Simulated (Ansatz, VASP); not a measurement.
# One calculation of SnO, two programs

The input INCAR:

```
  PREC = Accurate
  ENCUT = 520
  EDIFF = 1E-6
  ISMEAR = 0
  SIGMA = 0.02
  LREAL = F
  LASPH = T
  NELM = 60
  ALGO = Normal
  ISIF = 2
  LWAVE = F
  LCHARG = F
  LDIPOL = T
  IDIPOL = 3
  DIPOL = 0.5 0.5 0.500
  GGA = PE
  IVDW = 12
  NBANDS = 28
```

File KPOINTS:

```
regular mesh
0
Gamma
  6 6 1
```

File POSCAR:

```
SnO
1.0
    3.9480000000      0.0000055606      0.0000000000
   -0.0000054016      3.9480000000      0.0000000000
    0.0000000000      0.0000000000     30.6344295364
Sn O
2 2
Direct
    0.9998502647      0.9998502647      0.4614166344
    0.4998491665      0.4998491665      0.5385847109
    0.9998512697      0.4998508130      0.5000006564
    0.4998508130      0.9998512697      0.5000006564
```

Input for Ansatz:

```yaml
crystal:
  lattice:
    - [3.948, 5.5606e-06, 0.0]
    - [-5.4016e-06, 3.948, 0.0]
    - [0.0, 0.0, 30.6344295364]
  atoms:
    - { symbol: Sn, position: [0.9998502647, 0.9998502647, 0.4614166344] }
    - { symbol: O, position: [0.9998512697, 0.499850813, 0.5000006564] }
    - { symbol: O, position: [0.499850813, 0.9998512697, 0.5000006564] }
    - { symbol: Sn, position: [0.4998491665, 0.4998491665, 0.5385847109] }
  periodic: [true, true, false]
basis:
  ecutwfc: 420
kpoints:
  mp_grid: { grid: [6, 6, 1] }
hamiltonian:
  xc: pbe
  dispersion: d3bj
scf:
  occupations: { method: gaussian, width: 0.02 }
output:
  forces: true
  stress: true
  eigenvalues: true
```

Alike in both runs: task single point; functional PBE; dispersion D3(BJ); k mesh 6 × 6 × 1; occupations gaussian, width 0.02 eV; no spin polarisation.

```csv
,VASP,Ansatz
version,VASP 6.6.1,Ansatz 0.2.0
potentials or method,"VASP PAW PBE potentials, release 64 (Sn_d, O), cutoff 520 eV","scalar-relativistic, plane waves, PAW"
valence electrons in the cell,40,40
```

VASP gave:

```
gap on the k mesh at the Fermi level (eV) : 2.76
least direct gap on the mesh (eV)         : 2.77
rms of the force components (eV/Å)        : 0.240
```

Problem. Estimate Ansatz's values.

Solution. gap on the k mesh at the Fermi level (eV): 2.79; least direct gap on the mesh (eV): 2.80; rms of the force components (eV/Å): 0.268.

Ansatz's warnings: structure snapped to symmetry.
